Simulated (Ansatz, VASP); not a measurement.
# Two plane-wave programs on Zr4Nb

```
Zr Nb
1.0
     3.23110    0.00000    0.00000
    -1.61555    2.79821    0.00000
     0.00000    0.00000   26.35030
Zr Nb
4 1
Cartesian
  0.0000 0.0000 8.1094
  0.0000 1.8655 10.5321
  0.0000 1.8655 15.8182
  0.0000 0.0000 18.2409
  0.0000 0.0000 13.1752
```

Alike in both runs: task single point; functional PBE; k mesh 15 × 15 × 1; occupations fermi-dirac, width 0.08 eV; no spin polarisation.

|  | VASP | Ansatz |
| --- | --- | --- |
| version | VASP 6.6.1 | Ansatz 0.2.0 |
| potentials or method | VASP PAW PBE potentials, release 64 (Zr_sv, Nb_sv) | PAW with Ansatz's default frozen-core files, scalar-relativistic |
| plane-wave cutoff (eV) | 520 | 420 |
| valence electrons in the cell | 61 | 61 |

```tsv
	VASP	Ansatz	Ansatz less VASP
rms of the force components (eV/Å)	0.199	0.197	-0.0018
```
